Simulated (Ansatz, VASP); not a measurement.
## F in VASP and in Ansatz

```
F
1.0
     3.03482   -1.80113   -0.23407
     3.03482    1.80113   -0.23407
    -2.26492    0.00000    7.20597
F
4
Direct
  0.08485 0.08485 0.09400
  0.91515 0.91515 0.90600
  0.50157 0.50157 0.59372
  0.49843 0.49843 0.40628
```

Change from the starting cell: volume 19.217 Å^3 an atom, stretch along a over the lengths across it, relative to the relaxed cell 0.9684.

Alike in both runs: task single point; functional PBEsol; k mesh 4 × 4 × 2; occupations gaussian, width 0.05 eV; no spin polarisation.

```csv
,VASP,Ansatz
version,VASP 6.6.1,Ansatz 0.2.0
potentials or method,"VASP PAW PBE potentials, release 64 (F), cutoff 520 eV","scalar-relativistic, plane waves, PAW"
valence electrons in the cell,28,28
```

```tsv
	VASP	Ansatz	Ansatz less VASP
gap on the k mesh at the Fermi level (eV)	2.89	2.97	+0.077
least direct gap on the mesh (eV)	2.97	3.05	+0.078
pressure (GPa)	-0.3	-0.7	-0.33
traceless stress, the component that is largest in VASP (GPa)	0.26	-1.08	-1.340
rms of the force components (eV/Å)	0.051	0.188	+0.1373
```

VASP's potentials were made for PBE, not for PBEsol. Atom by atom the forces differ by 0.239 eV/Å (rms over components). One of these differences is far larger than is usual between the two programs; its cause wasn't traced.

The k mesh is coarse, so the values compare programs but aren't converged.
